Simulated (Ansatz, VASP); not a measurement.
Two plane-wave programs on C

```
CELL_PARAMETERS angstrom
1.22803 0.70900 3.34701
-1.22803 0.70900 3.34701
0.00000 -1.41800 3.34701
ATOMIC_POSITIONS crystal
C 0.99789 0.17063 0.23386
C 0.83600 0.83600 0.83600
```

Alike in both runs: task single point; functional LDA; k mesh 12 × 12 × 12; occupations gaussian, width 0.05 eV; no spin polarisation.

|  | VASP | Ansatz |
| --- | --- | --- |
| version | VASP 6.6.1 | Ansatz 0.2.0 |
| potentials or method | VASP PAW LDA potentials, release 64 (C), cutoff 520 eV | scalar-relativistic, plane waves, PAW |
| valence electrons in the cell | 8 | 8 |

Ansatz gave:

- gap on the k mesh at the Fermi level (eV): none
- pressure (GPa): 12.2
- traceless stress, the component that is largest in VASP (GPa): 31.58
- rms of the force components (eV/Å): 5.005

What did VASP give for the same quantities?

gap on the k mesh at the Fermi level (eV): none; pressure (GPa): 12.6; traceless stress, the component that is largest in VASP (GPa): 32.02; rms of the force components (eV/Å): 5.003.

LDA's correlation is that of Perdew and Zunger in VASP and of Perdew and Wang (1992) in Ansatz. Atom by atom the forces differ by 0.011 eV/Å (rms over components). A gap of «none» marks a metal or a gap that the smearing closes.
